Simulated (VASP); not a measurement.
# Ta4Ag (Pm-3m) in VASP: a series of runs, part 2 of 2

VASP 6.6.1. Earlier steps stand in the parts before.

## 5. Single point, PBE

File INCAR:

```
SYSTEM = Ta4Ag
PREC     = Accurate       ! precision mode
ENCUT    = 500            ! plane-wave cutoff, eV
EDIFF    = 1E-6           ! SCF threshold, eV
ISMEAR   = 0              ! smearing method
SIGMA    = 0.1            ! smearing width, eV
LREAL    = .FALSE.        ! projectors in reciprocal space
LASPH    = .TRUE.         ! aspherical terms in the spheres
NELM     = 120            ! most SCF steps
ALGO     = Normal         ! electronic algorithm
ISIF     = 2              ! what is computed and relaxed
LWAVE    = .FALSE.        ! write WAVECAR
LCHARG   = .TRUE.         ! write CHGCAR
GGA      = PE             ! functional
LELF     = .TRUE.         ! ELF
LVHAR    = .TRUE.       
NBANDS   = 36             ! bands
GGA_COMPAT= .FALSE.
```

File KPOINTS:

```
Automatic mesh
0
G
  4 4 4
  0 0 0
```

File POSCAR:

```
Ta4Ag
1.0
    4.8334061733      0.0000000000      0.0000000000
    0.0000000000      4.8334061733      0.0000000000
    0.0000000000      0.0000000000      4.8334061733
Ta Ag
4 1
Direct
    0.0000000000      0.5000000000      0.5000000000
    0.5000000000      0.0000000000      0.5000000000
    0.5000000000      0.5000000000      0.0000000000
    0.0000000000      0.0000000000      0.0000000000
    0.5000000000      0.5000000000      0.5000000000
```

The run is started by

```sh
$ cat potpaw_PBE.64/Ta_pv/POTCAR potpaw_PBE.64/Ag/POTCAR > POTCAR
$ mpirun -np 1 vasp_std > vasp.out
```

Wall time 73 s (1 thread of Intel Xeon 8259CL, shared host); peak memory 0.21 GiB.

Results (log left out):

```yaml
Free_energy: -39.8736 eV
Pressure: -0.1 GPa
```

Levels at points of the mesh, in eV from the Fermi level:
```csv
k point,band 23,band 24,band 25,band 26,band 27,band 28,band 29,band 30,band 31,band 32
"(0.00, 0.00, 0.00)",-1.17,-1.17,0.61,0.61,0.61,0.96,0.96,0.96,2.44,2.44
"(0.50, 0.00, 0.00)",-1.46,-0.94,-0.89,-0.27,-0.27,0.33,0.62,0.96,1.10,1.21
"(0.50, 0.50, 0.00)",-0.90,-0.90,-0.84,-0.80,-0.32,-0.22,-0.22,0.35,0.35,1.20
"(0.50, 0.50, 0.50)",-0.54,-0.54,-0.54,-0.09,-0.09,-0.09,0.23,0.23,0.23,0.35
```

Caveat: spin-orbit coupling is left out, which moves the levels of the heavy elements.

## 6. Relaxation of cell and atoms, PBE

This run uses another cell than the first one, of 18.58 Å³/atom, 0.822 times its volume.

File INCAR:

```
SYSTEM = Ta4Ag
PREC     = Accurate       ! precision mode
ENCUT    = 500            ! plane-wave cutoff, eV
EDIFF    = 1E-7           ! SCF threshold, eV
ISMEAR   = 0              ! smearing method
SIGMA    = 0.1            ! smearing width, eV
LREAL    = .FALSE.        ! projectors in reciprocal space
LASPH    = .TRUE.         ! aspherical terms in the spheres
NELM     = 120            ! most SCF steps
ALGO     = Normal         ! electronic algorithm
ISIF     = 3              ! what is computed and relaxed
LWAVE    = .FALSE.        ! write WAVECAR
LCHARG   = .FALSE.        ! write CHGCAR
GGA      = PE             ! functional
IBRION   = 2              ! ionic algorithm
NSW      = 90             ! ionic steps
EDIFFG   = -0.04          ! ionic threshold
GGA_COMPAT= .FALSE.      
NELMIN   = 4
```

KPOINTS is that of step 5.

POSCAR, as its differences from that of step 5:

```diff
@@ -2,5 +2,5 @@
 1.0
-    4.8334061733      0.0000000000      0.0000000000
-    0.0000000000      4.8334061733      0.0000000000
-    0.0000000000      0.0000000000      4.8334061733
+    4.5286344700      0.0000000000      0.0000000000
+    0.0000000000      4.5286344700      0.0000000000
+    0.0000000000      0.0000000000      4.5286344700
 Ta Ag
```

Potentials or basis: VASP PAW PBE potentials, release 64 (Ta_pv, Ag).

The run is started by

```sh
$ cat potpaw_PBE.64/Ta_pv/POTCAR potpaw_PBE.64/Ag/POTCAR > POTCAR
$ mpirun -np 1 vasp_std > vasp.out
```

It took 4.7 min on 1 thread of Intel Xeon 8259CL, shared host; peak memory 0.22 GiB.

It converged, with:

- Free energy: -39.8670 eV
- Relaxed volume: 22.56 Å³/atom
- Relaxed cell: a = 4.832 Å, b = 4.832 Å, c = 4.832 Å, α = 90.00°, β = 90.00°, γ = 90.00°
- Space group after relaxing (to 0.05 Å): Pm-3m (No. 221)
- Energy gained by relaxing: 438.2 meV/atom
- Ionic steps: 5
- Pressure after relaxing: 0.0 GPa

Step by step:
| step | energy change (eV) | largest force (eV/Å) | pressure (GPa) | volume (Å³) |
| --- | --- | --- | --- | --- |
| 1 | 0.0000 | 0.0000 | 41.66 | 92.88 |
| 2 | 4.3419 | 0.0000 | -22.40 | 174.11 |
| 3 | -2.1523 | 0.0000 | -3.74 | 116.04 |
| 4 | -2.1888 | 0.0000 | -0.89 | 113.55 |
| 5 | -2.1909 | 0.0000 | 0.01 | 112.81 |

Final structure:
```cif
data_structure
_symmetry_space_group_name_H-M 'P 1'
_symmetry_Int_Tables_number 1
_cell_length_a 4.8319
_cell_length_b 4.8319
_cell_length_c 4.8319
_cell_angle_alpha 90.000
_cell_angle_beta 90.000
_cell_angle_gamma 90.000
_cell_volume 112.81
loop_
_atom_site_label
_atom_site_type_symbol
_atom_site_fract_x
_atom_site_fract_y
_atom_site_fract_z
_atom_site_occupancy
Ta1 Ta 0.00000 0.50000 0.50000 1
Ta2 Ta 0.50000 0.00000 0.50000 1
Ta3 Ta 0.50000 0.50000 0.00000 1
Ta4 Ta 0.00000 0.00000 0.00000 1
Ag1 Ag 0.50000 0.50000 0.50000 1
```

Levels at points of the mesh, in eV from the Fermi level:
```csv
k point,band 23,band 24,band 25,band 26,band 27,band 28,band 29,band 30,band 31,band 32
"(0.00, 0.00, 0.00)",-1.17,-1.17,0.61,0.61,0.61,0.96,0.96,0.96,2.45,2.45
"(0.50, 0.00, 0.00)",-1.47,-0.94,-0.89,-0.27,-0.27,0.33,0.62,0.96,1.10,1.21
"(0.50, 0.50, 0.00)",-0.90,-0.90,-0.84,-0.80,-0.32,-0.22,-0.22,0.36,0.36,1.20
"(0.50, 0.50, 0.50)",-0.54,-0.54,-0.54,-0.10,-0.10,-0.10,0.23,0.23,0.23,0.35
```

Caveat: the volume moved by over 15 % at a fixed basis, so the end points are rough; spin-orbit coupling is left out, which moves the levels of the heavy elements.

## 7. Summary

| task | cell | k mesh | cutoff (eV) | gap on the mesh (eV) | pressure (GPa) | relaxed volume (Å³/atom) |
| --- | --- | --- | --- | --- | --- | --- |
| single point | a = 4.835 Å, 5 atoms | 8 × 8 × 8 | 520 | none | -0.2 | - |
| relaxation of cell and atoms | relaxed from a = 4.833 Å, 5 atoms | 8 × 8 × 8 | 600 | none | 0.0 | 22.56 |
| single point | a = 4.529 Å, 5 atoms | 4 × 4 × 4 | 500 | none | 41.7 | - |
| single point | a = 4.833 Å, 5 atoms | 4 × 4 × 4 | 500 | none | -0.1 | - |
| relaxation of cell and atoms | relaxed from a = 4.529 Å, 5 atoms | 4 × 4 × 4 | 500 | none | 0.0 | 22.56 |

Alike in all rows: level PBE; potentials or basis VASP PAW PBE potentials, release 64 (Ta_pv, Ag); no spin polarisation; smearing gaussian 0.1 eV.

Caveats: spin-orbit coupling is left out, which moves the levels of the heavy elements; the volume moved by over 15 % at a fixed basis, so the end points are rough (some runs).

Total energies depend on the potentials used, so only differences within one code and one set of settings carry meaning.
